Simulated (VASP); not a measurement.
# Si4N in VASP: single point with PBE+D3(BJ)

Aim: the single point of Si4N with PBE+D3(BJ).

Program: VASP 6.6.1. These are calculated values, not measurements. Logs are shortened: lines on timing, memory, paths and dates and some standing lists are left out, and cuts for length are marked.

### 1 The cell of the first run

The cell holds a slab with vacuum, 10 atoms: a = 3.816 Å, b = 3.816 Å, c = 28.987 Å, α = 90.00°, β = 90.00°, γ = 120.00°.

### 2 Single point, PBE+D3(BJ)

INCAR

```
SYSTEM = Si4N
ALGO = Normal
DIPOL = 0.5 0.5 0.375
EDIFF = 1E-7
ENCUT = 520
GGA = PE
IDIPOL = 3
ISIF = 2
ISMEAR = 0
IVDW = 12
LASPH = .True.
LCHARG = .False.
LDIPOL = .True.
LREAL = .False.
LWAVE = .False.
NBANDS = 32
NELM = 60
PREC = Accurate
SIGMA = 0.05
```

KPOINTS

```
k-points
0
Gamma
  9 9 1
  0 0 0
```

POSCAR

```
Si4N
1.0
    3.8155170209      0.0000000000      0.0000000000
   -1.9077585104      3.3043346686      0.0000000000
    0.0000000000      0.0000000000     28.9874813843
Si N
8 2
Direct
    0.6666666667      0.3333333333      0.1379906018
    0.3333333333      0.6666666667      0.1654736894
    0.3333333333      0.6666666667      0.2468813277
    0.6666666667      0.3333333333      0.2743644153
    0.6666666667      0.3333333333      0.3556303104
    0.3333333333      0.6666666667      0.3827070033
    0.3333333333      0.6666666667      0.4657581680
    0.6666666667      0.3333333333      0.4894347735
    1.1666666667      0.6666666667      0.5963774898
    1.1666666667      0.6666666667      0.6343249053
```

Potentials or basis: VASP PAW PBE potentials, release 64 (Si, N).

Started as:

```bash
cat potpaw_PBE.64/Si/POTCAR potpaw_PBE.64/N/POTCAR > POTCAR
mpirun -np 1 vasp_std > vasp.out
```

OUTCAR:

```text
SYSTEM = Si4N
   EDIFF = 1E-7
   ENCUT = 520
   GGA = PE
   ISIF = 2
   ISMEAR = 0
   IVDW = 12
   LASPH = .True.
   LREAL = .False.
   NELM = 60
   PREC = Accurate
 IVDW          = 12

 ion  position               nearest neighbor table
   1  0.667  0.333  0.138-   2 2.34   2 2.34   2 2.34
   2  0.333  0.667  0.165-   1 2.34   1 2.34   1 2.34   3 2.36
   3  0.333  0.667  0.247-   4 2.34   4 2.34   4 2.34   2 2.36
   4  0.667  0.333  0.274-   3 2.34   3 2.34   3 2.34   5 2.36
   5  0.667  0.333  0.356-   6 2.34   6 2.34   6 2.34   4 2.36
   6  0.333  0.667  0.383-   5 2.34   5 2.34   5 2.34   7 2.41
   7  0.333  0.667  0.466-   8 2.31   8 2.31   8 2.31   6 2.41
   8  0.667  0.333  0.489-   7 2.31   7 2.31   7 2.31
   9  0.167  0.667  0.596-  10 1.10
  10  0.167  0.667  0.634-   9 1.10

  LATTYP: Found a hexagonal cell.
 ALAT       =     3.8155170209
 C/A-ratio  =     7.5972617146

  Lattice vectors:

 A1 = (   3.8155170209,   0.0000000000,   0.0000000000)
 A2 = (  -1.9077585104,   3.3043346686,   0.0000000000)
 A3 = (   0.0000000000,   0.0000000000,  28.9874813843)

Analysis of symmetry for initial positions (statically):
=====================================================================
 Subroutine PRICEL returns:
 Original cell was already a primitive cell.

 Routine SETGRP: Setting up the symmetry group for a
 hexagonal supercell.

 Subroutine GETGRP returns: Found  1 space group operations
 (whereof  1 operations were pure point group operations)
 out of a pool of 24 trial point group operations.

The static configuration has the point symmetry C_1 .

Analysis of symmetry for dynamics (positions and initial velocities):
=====================================================================
 Subroutine PRICEL returns:
 Original cell was already a primitive cell.

 Routine SETGRP: Setting up the symmetry group for a
 hexagonal supercell.

 Subroutine GETGRP returns: Found  1 space group operations
 (whereof  1 operations were pure point group operations)
 out of a pool of 24 trial point group operations.

The dynamic configuration has the point symmetry C_1 .

 Subroutine INISYM returns: Found  1 space group operations
 (whereof  1 operations are pure point group operations),
 and found     1 'primitive' translations

----------------------------------------------------------------------------------------

                                     Primitive cell

  volume of cell :     365.4668

  direct lattice vectors                    reciprocal lattice vectors
     3.815517021  0.000000000  0.000000000     0.262087679  0.151316392  0.000000000
    -1.907758510  3.304334669  0.000000000     0.000000000  0.302632784  0.000000000
     0.000000000  0.000000000 28.987481384     0.000000000  0.000000000  0.034497650

  length of vectors
     3.815517021  3.815517021 28.987481384     0.302632784  0.302632784  0.034497650

  position of ions in fractional coordinates (direct lattice)
     0.666666667  0.333333333  0.137990602
     0.333333333  0.666666667  0.165473689
     0.333333333  0.666666667  0.246881328
     0.666666667  0.333333333  0.274364415
     0.666666667  0.333333333  0.355630310
     0.333333333  0.666666667  0.382707003
     0.333333333  0.666666667  0.465758168
     0.666666667  0.333333333  0.489434774
     0.166666667  0.666666667  0.596377490
     0.166666667  0.666666667  0.634324905

  ion indices of the primitive-cell ions
   primitive index   ion index
                 1           1
                 2           2
                 3           3
                 4           4
                 5           5
                 6           6
                 7           7
                 8           8
                 9           9
                10          10

----------------------------------------------------------------------------------------

 KPOINTS: k-points

Automatic generation of k-mesh.
 Grid dimensions read from file:
 generate k-points for:    9    9    1

 Generating k-lattice:

  Cartesian coordinates                     Fractional coordinates (reciprocal lattice)
     0.029120853  0.016812932  0.000000000     0.111111111 -0.000000000  0.000000000
     0.000000000  0.033625865  0.000000000     0.000000000  0.111111111  0.000000000
     0.000000000  0.000000000  0.034497650     0.000000000  0.000000000  1.000000000

  Length of vectors
     0.033625865  0.033625865  0.034497650

  Shift w.r.t. Gamma in fractional coordinates (k-lattice)
     0.000000000  0.000000000  0.000000000

 Subroutine IBZKPT returns following result:
 ===========================================

 Found     41 irreducible k-points:

 Following reciprocal coordinates:
            Coordinates               Weight
  0.000000  0.000000  0.000000      1.000000
  0.111111  0.000000  0.000000      2.000000
  0.000000  0.111111  0.000000      2.000000
 -0.111111  0.111111  0.000000      2.000000
  0.222222 -0.000000  0.000000      2.000000
  0.000000  0.222222  0.000000      2.000000
[... 16 lines left out ...]
  0.333333  0.111111  0.000000      2.000000
 -0.111111  0.444444  0.000000      2.000000
 [... further k-points ...]
   k-points           NKPTS =     41   k-points in BZ     NKDIM =     41   number of bands    NBANDS=     32
   number of dos      NEDOS =    301   number of ions     NIONS =     10
   total plane-waves  NPLWV = 169344
   dimension x,y,z NGX =    28 NGY =   28 NGZ =  216
   dimension x,y,z NGXF=    56 NGYF=   56 NGZF=  432
   ions per type =               8   2
   NGX,Y,Z   is equivalent  to a cutoff of  12.20, 12.20, 12.39 a.u.
   NGXF,Y,Z  is equivalent  to a cutoff of  24.40, 24.40, 24.78 a.u.
 SYSTEM =  Si4N
   PREC   = accura    normal or accurate (medium, high low for compatibility)
   ISTART =      0    job   : 0-new  1-cont  2-samecut
   ICHARG =      2    charge: 1-file 2-atom 10-const
   ISPIN  =      1    spin polarized calculation?
   LNONCOLLINEAR =      F non collinear calculations
   LSORBIT =      F    spin-orbit coupling
   LASPH  =      T    aspherical Exc in radial PAW
   ENCUT  =  520.0 eV  38.22 Ry    6.18 a.u.   7.09  7.09 53.90*2*pi/ulx,y,z
   NELM   =     60;   NELMIN=  2; NELMDL= -5     # of ELM steps
   EDIFF  = 0.1E-06   stopping-criterion for ELM
   LREAL  =      F    real-space projection
   EDIFFG = 0.1E-05   stopping-criterion for IOM
   NSW    =      0    number of steps for IOM
   IBRION =     -1    ionic relax: 0-MD 1-quasi-New 2-CG
   NFREE  =      0    steps in history (QN), initial steepest desc. (CG)
   ISIF   =      2    stress and relaxation
   ISYM   =      2    0-nonsym 1-usesym 2-fastsym
   POTIM  = 0.5000    time-step for ionic-motion
   TEBEG  =    0.0;   TEEND  =   0.0 temperature during run
   PSTRESS=    0.0 pullay stress
   NELECT =      42.0000    total number of electrons
   NUPDOWN=      -1.0000    fix difference up-down
   EMIN   =  10.00;   EMAX   =-10.00  energy-range for DOS
   EFERMI =   0.00;   METHOD = LEGACY
   ISMEAR =     0;   SIGMA  =   0.05  broadening in eV -4-tet -1-fermi 0-gaus
   EFERMI_NEDOS =   21; number of points for ismear=-14 and -15
   IALGO  =     38    algorithm
   IMIX   =      4    mixing-type and parameters
     AMIX     =   0.40;   BMIX     =  1.00
     AMIX_MAG =   1.60;   BMIX_MAG =  1.00
  volume/ion in A,a.u.               =      36.55       246.63
  Fermi-wavevector in a.u.,A,eV,Ry     =   0.795931  1.504091  8.619369  0.633506
  Thomas-Fermi vector in A             =   1.902355
   LORBIT       =      0    0 simple, 1 ext, 2 COOP (PROOUT), +10 PAW based schemes
   GGA     = PE    functional components
   LHFCALC =     F    Hartree Fock is set to
   AEXX    =    0.0000 exact exchange contribution
   IVDW    =    12    specifies the selected vdW correction
   LEPSILON=     F    determine dielectric tensor
   LRPA    =     F    only Hartree local field effects (RPA)
 non-spin polarized calculation
 Gauss-broadening in eV      SIGMA  =   0.05
  energy-cutoff  :      520.00
  volume of cell :      365.47
 maximum number of plane-waves:      9885
   NGX = 15   NGY = 15   NGZ =107

 dipolmoment           0.000000      0.000000     -0.000633 electrons x Angstroem

 number of electron      41.9999996 magnetization

 dipolmoment           0.000000      0.000000      0.006623 electrons x Angstroem

 Free energy of the ion-electron system (eV)
  ---------------------------------------------------
  ext. energy  EPLUGINS =         0.00000000
  ---------------------------------------------------
  free energy    TOTEN  =       -57.31852465 eV

  energy without entropy =      -57.31033643  energy(sigma->0) =      -57.31443054

 E-fermi :   0.2944     XC(G=0):  -5.3867

 val. band max:        0.2248377294   @ k =  -0.2222   0.3333   0.0000
 cond. band min:       0.2944507384   @ k =   0.1111   0.0000   0.0000
 fundamental gap:      0.0696130090
 Fermi energy:         0.2944395197

 k-point     1 :       0.0000    0.0000    0.0000
  band No.  band energies     occupation
      1     -23.6658      2.00000
      2     -11.5997      2.00000
      3     -11.0598      2.00000
      4     -10.3343      2.00000
      5      -9.6642      2.00000
      6      -8.8232      2.00000
[... 24 lines left out ...]
     31       3.3828      0.00000
     32       3.7261      0.00000

 k-point     2 :       0.1111    0.0000    0.0000
  band No.  band energies     occupation
      1     -23.6615      2.00000
      2     -11.4548      2.00000
      3     -10.9151      2.00000
      4     -10.1893      2.00000
      5      -9.5171      2.00000
      6      -8.8037      2.00000
[... 24 lines left out ...]
     31       3.8814      0.00000
     32       4.0140      0.00000

 k-point     3 :       0.0000    0.1111    0.0000
  band No.  band energies     occupation
      1     -23.6615      2.00000
      2     -11.4548      2.00000
      3     -10.9151      2.00000
      4     -10.1893      2.00000
      5      -9.5172      2.00000
      6      -8.8036      2.00000
[... 24 lines left out ...]
     31       3.8815      0.00000
     32       4.0158      0.00000

 k-point     4 :      -0.1111    0.1111    0.0000
  band No.  band energies     occupation
      1     -23.6615      2.00000
      2     -11.4548      2.00000
      3     -10.9151      2.00000
      4     -10.1893      2.00000
      5      -9.5172      2.00000
      6      -8.8037      2.00000
[... 24 lines left out ...]
     31       3.8815      0.00000
     32       4.0135      0.00000

 k-point     5 :       0.2222   -0.0000    0.0000
  band No.  band energies     occupation
      1     -23.6508      2.00000
      2     -11.0272      2.00000
      3     -10.4888      2.00000
      4      -9.7623      2.00000
      5      -9.0851      2.00000
      6      -8.7500      2.00000
[... 584 lines left out ...]
     31       4.2978      0.00000
     32       4.7744      0.00000

 k-point    22 :       0.3333   -0.1111    0.0000
  band No.  band energies     occupation
      1     -23.6425      2.00000
      2     -10.6116      2.00000
      3     -10.0758      2.00000
      4      -9.3511      2.00000
      5      -8.7502      2.00000
      6      -8.6193      2.00000
[... 24 lines left out ...]
     31       4.2958      0.00000
     32       4.7765      0.00000

 k-point    23 :       0.3333    0.1111    0.0000
  band No.  band energies     occupation
      1     -23.6322      2.00000
      2      -9.8494      2.00000
      3      -9.3268      2.00000
      4      -8.7134      2.00000
      5      -8.5805      2.00000
      6      -7.8588      2.00000
[... 24 lines left out ...]
     31       3.7909      0.00000
     32       4.8489      0.00000

 k-point    24 :      -0.1111    0.4444    0.0000
  band No.  band energies     occupation
      1     -23.6322      2.00000
      2      -9.8496      2.00000
      3      -9.3283      2.00000
      4      -8.7253      2.00000
      5      -8.5680      2.00000
      6      -7.8572      2.00000
[... 24 lines left out ...]
     31       3.7921      0.00000
     32       4.8445      0.00000

 [... further k-points ...]

------------------------ aborting loop because EDIFF is reached ----------------------------------------

 vacuum level on the upper side and lower side of the slab       (xc-potential included)        -0.036        -0.125

 Edisp (eV)   -2.43137

 E8    (eV) :    -1.0080

  FORCE on cell =-STRESS in cart. coord.  units (eV):
  Direction    XX          YY          ZZ          XY          YZ          ZX
  --------------------------------------------------------------------------------------
  -------------------------------------------------------------------------------------
  Total       0.47029     0.49547     1.83712     0.05549     0.03742     0.09037
  in kB       2.06173     2.17210     8.05380     0.24329     0.16404     0.39619
  external pressure =        4.10 kB  Pullay stress =        0.00 kB

 VOLUME and BASIS-vectors are now :
 -----------------------------------------------------------------------------
  energy-cutoff  :      520.00
  volume of cell :      365.47
      direct lattice vectors                 reciprocal lattice vectors
     3.815517021  0.000000000  0.000000000     0.262087679  0.151316392  0.000000000
    -1.907758510  3.304334669  0.000000000     0.000000000  0.302632784  0.000000000
     0.000000000  0.000000000 28.987481384     0.000000000  0.000000000  0.034497650

 POSITION                                       TOTAL-FORCE (eV/Angst)
 -----------------------------------------------------------------------------------
      1.90776      1.10144      4.00000         0.001875      0.001396      0.493629
     -0.00000      2.20289      4.79667        -0.002878     -0.000556     -0.649123
     -0.00000      2.20289      7.15647         0.004105     -0.000838      0.220952
      1.90776      1.10144      7.95313        -0.003488      0.000251     -0.027773
      1.90776      1.10144     10.30883        -0.002266     -0.000795     -0.013265
     -0.00000      2.20289     11.09371        -0.007443      0.002146      0.067830
     -0.00000      2.20289     13.50116        -0.006483      0.000705     -0.030459
      1.90776      1.10144     14.18748        -0.007232     -0.021826     -0.034944
     -0.63592      2.20289     17.28748         0.042052      0.032348     -2.292023
     -0.63592      2.20289     18.38748        -0.018242     -0.012831      2.265177
 -----------------------------------------------------------------------------------
    total drift:                                0.000045      0.000027      0.000646

  FREE ENERGIE OF THE ION-ELECTRON SYSTEM (eV)
  ---------------------------------------------------
  free  energy   TOTEN  =       -59.7498902813 eV

  energy  without entropy=      -59.7417020583  energy(sigma->0) =      -59.74579617

 vacuum level on the upper side and lower side of the slab         5.125         5.029
```

Wall time 17 min (1 thread of Intel Xeon Platinum 8375C at 2.90GHz (Ice Lake), shared host); peak memory 0.64 GiB.

Results:

```
Free energy                : -59.7499 eV
Largest force              : 2.293 eV/Å
Band gap on the k mesh     : zero (bands 21 and 22 overlap by 0.36 eV)
Dispersion energy per atom : -0.243 eV
```

Forces on the atoms (eV/Å):
```
Si   0.002  0.001  0.494
Si  -0.003 -0.001 -0.649
Si   0.004 -0.001  0.221
Si  -0.003  0.000 -0.028
Si  -0.002 -0.001 -0.013
Si  -0.007  0.002  0.068
Si  -0.006  0.001 -0.030
Si  -0.007 -0.022 -0.035
N    0.042  0.032 -2.292
N   -0.018 -0.013  2.265
```

Levels at points of the mesh, in eV from the Fermi level:
```csv
k point,band 18,band 19,band 20,band 21,band 22,band 23,band 24,band 25
"(0.00, 0.00, 0.00)",-0.32,-0.20,0.11,0.11,0.81,1.47,2.01,2.48
```

Caveat: the standard files for N, O and F lose accuracy on very short bonds.

The gap in the log of VASP goes by the Fermi energy; the results here count the filled bands.